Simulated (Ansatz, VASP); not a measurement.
## Sn: VASP beside Ansatz

INCAR

```
ALGO = Fast
EDIFF = 1E-7
ENCUT = 520
GGA = PS
ISIF = 2
ISMEAR = 0
IVDW = 12
LASPH = True
LCHARG = False
LREAL = False
LWAVE = False
NBANDS = 13
NELM = 80
PREC = Accurate
SIGMA = 0.15
```

KPOINTS

```
k-points
0
Gamma
  20 20 20
```

File POSCAR:

```
Sn
1.0
   -1.8560294250      1.9087130250      2.3383420000
    1.8560294250     -1.9087130250      2.3383420000
    1.8560294250      1.9087130250     -2.3383420000
Sn
1
Direct
    0.0000000000      0.0000000000      0.0000000000
```

Input for Ansatz:

```yaml
crystal:
  lattice:
    - [-1.856029425, 1.908713025, 2.338342]
    - [1.856029425, -1.908713025, 2.338342]
    - [1.856029425, 1.908713025, -2.338342]
  atoms:
    - { symbol: Sn, position: [0.0, 0.0, 0.0] }
basis:
  ecutwfc: 420
kpoints:
  mp_grid: { grid: [20, 20, 20] }
hamiltonian:
  xc: pbesol
  dispersion: d3bj
scf:
  occupations: { method: gaussian, width: 0.15 }
output:
  forces: true
  stress: true
  eigenvalues: true
  write_density: true
  write_potential: true
  elf: true
  volumetric_format: npy
```

Change from the starting cell: strain +0.0750 x Voigt [1, 1, 0, 0, 0, 0], atoms carried along.

Alike in both runs: task single point; functional PBEsol; dispersion D3(BJ); k mesh 20 × 20 × 20; occupations gaussian, width 0.15 eV; no spin polarisation.

|  | VASP | Ansatz |
| --- | --- | --- |
| version | VASP 6.6.1 | Ansatz 0.2.0 |
| potentials or method | VASP PAW PBE potentials, release 64 (Sn_d), cutoff 520 eV | scalar-relativistic, plane waves, PAW |
| valence electrons in the cell | 14 | 14 |

```csv
,VASP,Ansatz,Ansatz less VASP
gap on the k mesh at the Fermi level (eV),none,none,-
pressure (GPa),-6.9,-6.9,+0.07
"traceless stress, the component that is largest in VASP (GPa)",0.40,0.39,-0.001
```

VASP's potentials were made for PBE, not for PBEsol. A gap of «none» marks a metal or a gap that the smearing closes. Ansatz's warnings: dispersion switch in reach.
